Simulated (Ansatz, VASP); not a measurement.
BePdS3: VASP beside Ansatz

```
CELL_PARAMETERS angstrom
3.25290 0.00000 0.00000
1.62645 -6.77505 0.00000
0.00000 0.00000 -7.46717
ATOMIC_POSITIONS crystal
Pd 0.99800 0.00400 0.75000
Pd 0.00200 0.99600 0.25000
S 0.89300 0.21400 0.01500
S 0.10700 0.78600 0.51500
S 0.67500 0.65000 0.83600
S 0.32500 0.35000 0.33600
S 0.66800 0.66400 0.18600
S 0.33200 0.33600 0.68600
Be 0.26210 0.47580 0.01200
Be 0.73790 0.52420 0.51200
```

Alike in both runs: task single point; functional PBE; k mesh 6 × 6 × 3; occupations fermi-dirac, width 0.0935 eV; no spin polarisation.

|  | VASP | Ansatz |
| --- | --- | --- |
| version | VASP 6.6.1 | Ansatz 0.2.0 |
| potentials or method | VASP PAW PBE potentials, release 64 (Pd, S, Be), cutoff 520 eV | PAW plane waves |
| valence electrons in the cell | 60 | 76 |

VASP gave:

* gap on the k mesh at the Fermi level (eV): none
* pressure (GPa): -5.3
* rms of the force components (eV/Å): 0.620

Task: What did Ansatz give for the same quantities?

Result: gap on the k mesh at the Fermi level (eV): none; pressure (GPa): -5.2; rms of the force components (eV/Å): 0.616.

A gap of «none» marks a metal or a gap that the smearing closes. VASP's potentials hold 60 valence electrons a cell and Ansatz's 76, so a difference there can come from the potentials and not from the codes.
